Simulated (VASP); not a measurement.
Crystal: CoO.

```
Co O
1.0
     1.50547    0.86918    2.43993
    -1.50547    0.86918    2.43993
     0.00000   -1.73837    2.43993
Co O
1 1
Direct
  0.00000 0.00000 0.00000
  0.50000 0.50000 0.50000
```

Base run:

- Program: VASP 6.6.1
- Functional: LDA
- Potentials or basis: VASP PAW LDA potentials, release 64 (Co, O)
- Cutoff: 520 eV
- k mesh: 11 × 11 × 11
- Occupations: fermi-dirac, width 0.05 eV
- Spin: collinear spin, ferromagnetic start
- Starting moments: [2.0, 0.0] μB

Its results: pressure -19.3 GPa; net moment 2.71 μB per cell; site moments Co +2.37; O +0.28 μB.

Task: The run is repeated on the same cell with these changes: potentials or basis from VASP PAW LDA potentials, release 64 (Co, O) to VASP PAW LDA potentials, release 64 (Co_sv, O); cutoff from 520 eV to 600 eV; further incar settings from ALGO = Normal; EDIFF = 1e-06; NBANDS = 18 to ALGO = Normal; EDIFF = 1e-06; NBANDS = 22; valence electrons from 15 to 23. What comes out?

Result: Pressure -21.1 GPa; net moment 2.75 μB per cell; site moments Co +2.35; O +0.29 μB.

Caveats: the cell stands under tension; a cell with one magnetic atom can't hold antiferromagnetic order, which such compounds often take.
